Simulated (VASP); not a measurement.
# SrMo (P3_221) in VASP: relaxation of cell and atoms with PBE

Aim: the relaxation of cell and atoms of SrMo with PBE.

Everything below comes from runs of VASP 6.6.1. Logs are shortened: lines on timing, memory, paths and dates and some standing lists are left out, and cuts for length are marked.

## Step 1: The cell of the first run

The structure is trigonal, space group P3_221 (No. 154). The conventional cell has a = 5.312 Å, b = 5.312 Å, c = 6.299 Å, α = 90.00°, β = 90.00°, γ = 120.00°. Sr (site symmetry 2) has 8 Mo at 2.91 to 3.51 Å and 6 Sr at 3.59 to 3.78 Å within 3.8 Å. Within 3.8 Å of Mo (site symmetry 2) lie 8 Sr at 2.91 to 3.51 Å and 4 Mo at 3.49 Å.

## Step 2: Relaxation of cell and atoms, PBE

Contents of INCAR:

```
SYSTEM = SrMo
PREC = Accurate ; ENCUT = 600
EDIFF = 1E-6 ; ISMEAR = 0
SIGMA = 0.1 ; LREAL = .FALSE.
LASPH = .TRUE. ; NELM = 80
ALGO = Fast ; ISIF = 3
LWAVE = .FALSE. ; LCHARG = .FALSE.
GGA = PE ; IBRION = 2
NSW = 100 ; EDIFFG = -0.01
KPAR = 4
```

Contents of KPOINTS:

```
Automatic mesh
0
G
  12 12 6
  0 0 0
```

Contents of POSCAR:

```
SrMo
1.0
    5.3116948724      0.0000000000      0.0000000000
   -2.6558474362      4.6000626967      0.0000000000
    0.0000000000      0.0000000000      6.2990241113
Sr Mo
3 3
Direct
    0.6832191892      0.0000000000      0.6666666667
    0.0000000000      0.6832191892      0.3333333333
    0.3167808108      0.3167808108      0.0000000000
    0.5900958022      0.0000000000      0.1666666667
    0.0000000000      0.5900958022      0.8333333333
    0.4099041978      0.4099041978      0.5000000000
```

Potentials or basis: VASP PAW PBE potentials, release 64 (Sr_sv, Mo_sv).

Started as:

```bash
$ cat potpaw_PBE.64/Sr_sv/POTCAR potpaw_PBE.64/Mo_sv/POTCAR > POTCAR
$ mpirun -np 4 vasp_std > vasp.out
```

OUTCAR:

```text
SYSTEM = SrMo
   PREC = Accurate
   ENCUT = 600
   EDIFF = 1E-6
   ISMEAR = 0
   LREAL = .FALSE.
   LASPH = .TRUE.
   NELM = 80
   ISIF = 3
   GGA = PE
   IBRION = 2
   NSW = 100
   EDIFFG = -0.01

 ion  position               nearest neighbor table
   1  0.683  0.000  0.667-   5 2.91   6 2.91   4 3.19   4 3.19   5 3.33   6 3.33   5 3.51   6 3.51
                             3 3.59   2 3.59   3 3.78   3 3.78   2 3.78   2 3.78   2 5.11   3 5.11
   2  0.000  0.683  0.333-   4 2.91   6 2.91   5 3.19   5 3.19   4 3.33   6 3.33   4 3.51   6 3.51
                             3 3.59   1 3.59   3 3.78   3 3.78   1 3.78   1 3.78   1 5.11   3 5.11
   3  0.317  0.317  0.000-   5 2.91   4 2.91   6 3.19   6 3.19   5 3.33   4 3.33   4 3.51   5 3.51
                             1 3.59   2 3.59   1 3.78   2 3.78   2 3.78   1 3.78   1 5.11   2 5.11
   4  0.590  0.000  0.167-   2 2.91   3 2.91   1 3.19   1 3.19   2 3.33   3 3.33   6 3.49   6 3.49
                             5 3.49   5 3.49   2 3.51   3 3.51
   5  0.000  0.590  0.833-   1 2.91   3 2.91   2 3.19   2 3.19   1 3.33   3 3.33   6 3.49   6 3.49
                             4 3.49   4 3.49   1 3.51   3 3.51
   6  0.410  0.410  0.500-   2 2.91   1 2.91   3 3.19   3 3.19   2 3.33   1 3.33   5 3.49   5 3.49
                             4 3.49   4 3.49   1 3.51   2 3.51

  LATTYP: Found a hexagonal cell.
 ALAT       =     5.3116948724
 C/A-ratio  =     1.1858783802

  Lattice vectors:

 A1 = (   5.3116948724,   0.0000000000,   0.0000000000)
 A2 = (  -2.6558474362,   4.6000626967,   0.0000000000)
 A3 = (   0.0000000000,   0.0000000000,   6.2990241113)

Analysis of symmetry for initial positions (statically):
=====================================================================
 Subroutine PRICEL returns:
 Original cell was already a primitive cell.

 Routine SETGRP: Setting up the symmetry group for a
 hexagonal supercell.

 Subroutine GETGRP returns: Found  6 space group operations
 (whereof  2 operations were pure point group operations)
 out of a pool of 24 trial point group operations.

The static configuration has the point symmetry C_2 .
 The point group associated with its full space group is D_3 .

Analysis of symmetry for dynamics (positions and initial velocities):
=====================================================================
 Subroutine PRICEL returns:
 Original cell was already a primitive cell.

 Routine SETGRP: Setting up the symmetry group for a
 hexagonal supercell.

 Subroutine GETGRP returns: Found  6 space group operations
 (whereof  2 operations were pure point group operations)
 out of a pool of 24 trial point group operations.

The dynamic configuration has the point symmetry C_2 .
 The point group associated with its full space group is D_3 .
[... 133 lines left out ...]
   LHFCALC =     F    Hartree Fock is set to
   AEXX    =    0.0000 exact exchange contribution
   IVDW    =     0    specifies the selected vdW correction
   LEPSILON=     F    determine dielectric tensor
   LRPA    =     F    only Hartree local field effects (RPA)
 conjugate gradient relaxation of ions
 non-spin polarized calculation
 RMM-DIIS sequential band-by-band and
 Gauss-broadening in eV      SIGMA  =   0.10
  energy-cutoff  :      600.00
  volume of cell :      153.91
 maximum number of plane-waves:      5185
   NGX = 21   NGY = 21   NGZ = 25

--------------------------------------- Ionic step        1  -------------------------------------------

 number of electron      72.0000002 magnetization

 Free energy of the ion-electron system (eV)
  ---------------------------------------------------
  ext. energy  EPLUGINS =         0.00000000
  ---------------------------------------------------
  free energy    TOTEN  =       -27.49573727 eV

  energy without entropy =      -27.44282833  energy(sigma->0) =      -27.46928280

------------------------ aborting loop because EDIFF is reached ----------------------------------------

  FORCE on cell =-STRESS in cart. coord.  units (eV):
  Direction    XX          YY          ZZ          XY          YZ          ZX
  --------------------------------------------------------------------------------------
  -------------------------------------------------------------------------------------
  Total        0.2741677      0.2741677      0.2502371     -0.0000000      0.0000000      0.0000000
  in kB        2.8540177      2.8540177      2.6049060     -0.0000000      0.0000000      0.0000000
  external PRESSURE =       2.7709805 kB  Pullay stress =       0.0000000 kB
[... 101 lines left out ...]
  FREE ENERGIE OF THE ION-ELECTRON SYSTEM (eV)
  ---------------------------------------------------
  free  energy   TOTEN  =       -27.4965725954 eV

  energy  without entropy=      -27.4429848245  energy(sigma->0) =      -27.46977871

[... ionic steps 4 to 7 ...]

--------------------------------------- Ionic step        8  -------------------------------------------

 number of electron      72.0000002 magnetization

------------------------ aborting loop because EDIFF is reached ----------------------------------------
[... 75 lines left out ...]
--------------------------------------- Ionic step       10  -------------------------------------------

 number of electron      72.0000001 magnetization

 Free energy of the ion-electron system (eV)
  ---------------------------------------------------
  ext. energy  EPLUGINS =         0.00000000
  ---------------------------------------------------
  free energy    TOTEN  =       -27.49682056 eV

  energy without entropy =      -27.44333335  energy(sigma->0) =      -27.47007696

 E-fermi :   4.9845     XC(G=0): -10.3190

 val. band max:        4.9803199509   @ k =  -0.2500  -0.4167   0.1667
 cond. band min:       4.9877491688   @ k =   0.0833   0.0000   0.0000
 fundamental gap:      0.0074292180
 Fermi energy:         4.9845013319

 k-point     1 :       0.0000    0.0000    0.0000
  band No.  band energies     occupation
      1     -55.4152      2.00000
      2     -55.4078      2.00000
      3     -55.4078      2.00000
      4     -29.5903      2.00000
      5     -29.5903      2.00000
      6     -29.5596      2.00000
[... 1093 lines left out ...]
     42       6.1895      0.00000
     43       6.8001      0.00000

 [... further k-points ...]

------------------------ aborting loop because EDIFF is reached ----------------------------------------

  FORCE on cell =-STRESS in cart. coord.  units (eV):
  Direction    XX          YY          ZZ          XY          YZ          ZX
  --------------------------------------------------------------------------------------
  -------------------------------------------------------------------------------------
  Total        0.0341590      0.0341590      0.0498169     -0.0000000      0.0000000      0.0000000
  in kB        0.3539342      0.3539342      0.5161721     -0.0000000      0.0000000      0.0000000
  external PRESSURE =       0.4080135 kB  Pullay stress =       0.0000000 kB
[... 21 lines left out ...]
  FREE ENERGIE OF THE ION-ELECTRON SYSTEM (eV)
  ---------------------------------------------------
  free  energy   TOTEN  =       -27.4968205643 eV

  energy  without entropy=      -27.4433333543  energy(sigma->0) =      -27.47007696

 reached required accuracy - stopping structural energy minimisation
```

OSZICAR:

```text
N       E                     dE             d eps       ncg     rms          rms(c)
DAV:   1     0.751213290288E+03    0.75121E+03   -0.44414E+04  8792   0.180E+03
DAV:   2     0.123418874576E+02   -0.73887E+03   -0.72983E+03  9591   0.478E+02
DAV:   3    -0.283183028194E+02   -0.40660E+02   -0.39520E+02 14488   0.901E+01
[... 96 lines left out ...]
DAV:   1    -0.274967877674E+02   -0.28890E-04   -0.25961E-02  8642   0.110E+00    0.692E-02
RMM:   2    -0.274968136208E+02   -0.25853E-04   -0.90009E-04  8683   0.194E-01    0.176E-02
RMM:   3    -0.274968208827E+02   -0.72620E-05   -0.13103E-04 11828   0.581E-02    0.168E-02
RMM:   4    -0.274968205966E+02    0.28611E-06   -0.25140E-05 12274   0.221E-02    0.695E-03
RMM:   5    -0.274968205643E+02    0.32362E-07   -0.84206E-06 10142   0.112E-02
  10 F= -.27496821E+02 E0= -.27470077E+02  d E =-.620797E-04
```

CONTCAR:

```text
SrMo
   1.00000000000000
     5.3209613822003909    0.0000000000000000   -0.0000000000000000
    -2.6604806911001955    4.6080877295918174    0.0000000000000000
     0.0000000000000000   -0.0000000000000000    6.3064075972766682
  Sr              Mo
     3     3
Direct
     0.6839189563352371    0.0000000000000000    0.6666666667000030
     0.0000000000000000    0.6839189563352371    0.3333333332999970
     0.3160810436647630    0.3160810436647630    1.0000000000000000
     0.5907957915570420    0.0000000000000000    0.1666666667000030
     0.0000000000000000    0.5907957915570420    0.8333333332999970
     0.4092042084429579    0.4092042084429579    0.5000000000000000

  0.00000000E+00  0.00000000E+00  0.00000000E+00
  0.00000000E+00  0.00000000E+00  0.00000000E+00
  0.00000000E+00  0.00000000E+00  0.00000000E+00
  0.00000000E+00  0.00000000E+00  0.00000000E+00
  0.00000000E+00  0.00000000E+00  0.00000000E+00
  0.00000000E+00  0.00000000E+00  0.00000000E+00
```

It took 12 min on 4 MPI ranks of Intel Xeon 6975P-C (Granite Rapids), shared host; peak memory 0.79 GiB.

Results:

```
Free energy                           : -27.4968 eV
Relaxed volume                        : 25.77 Å³/atom
Relaxed cell                          : a = 5.321 Å, b = 5.321 Å, c = 6.306 Å, α = 90.00°, β = 90.00°, γ = 120.00°
Space group after relaxing (to 0.1 Å) : P3_221 (No. 154)
Energy gained by relaxing             : 0.2 meV/atom
Ionic steps                           : 10
Pressure after relaxing               : 0.0 GPa
Largest force after relaxing          : 0.008 eV/Å
Band gap on the k mesh                : zero (bands 36 and 37 overlap by 0.24 eV)
```

Forces in eV/Å, atoms in the order of the input:
```
Sr   0.008  0.000  0.000
Sr  -0.004  0.007  0.000
Sr  -0.004 -0.007  0.000
Mo   0.007  0.000  0.000
Mo  -0.003  0.006  0.000
Mo  -0.003 -0.006  0.000
```

The path:
| step | energy change (eV) | largest force (eV/Å) | pressure (GPa) | volume (Å³) |
| --- | --- | --- | --- | --- |
| 1 | 0.0000 | 0.0283 | 0.28 | 153.91 |
| 2 | -0.0009 | 0.0172 | 0.01 | 154.90 |
| 3 | -0.0008 | 0.0151 | -0.15 | 155.15 |
| 4 | -0.0009 | 0.0166 | -0.03 | 154.94 |
| 5 | -0.0009 | 0.0169 | -0.05 | 154.92 |
| 6 | -0.0010 | 0.0143 | 0.04 | 154.74 |
| 7 | -0.0010 | 0.0138 | 0.00 | 154.72 |
| 8 | -0.0010 | 0.0133 | 0.01 | 154.68 |
| 9 | -0.0010 | 0.0119 | 0.06 | 154.60 |
| 10 | -0.0011 | 0.0079 | 0.04 | 154.63 |

Final structure:
```
CELL_PARAMETERS angstrom
5.32096 0.00000 0.00000
-2.66048 4.60809 0.00000
0.00000 0.00000 6.30641
ATOMIC_POSITIONS crystal
Sr 0.68392 0.00000 0.66667
Sr 0.00000 0.68392 0.33333
Sr 0.31608 0.31608 0.00000
Mo 0.59080 0.00000 0.16667
Mo 0.00000 0.59080 0.83333
Mo 0.40920 0.40920 0.50000
```

Levels at points of the mesh, in eV from the Fermi level:
```csv
k point,band 34,band 35,band 36,band 37,band 38,band 39
"(0.00, 0.00, 0.00)",-0.25,-0.25,0.01,0.01,0.23,0.31
"(0.50, 0.00, 0.00)",-0.35,-0.22,-0.15,-0.07,0.19,0.36
"(0.00, 0.00, 0.50)",-0.31,-0.31,-0.12,0.46,0.58,0.58
"(0.50, 0.00, 0.50)",-0.31,-0.27,-0.13,-0.10,0.20,0.30
```
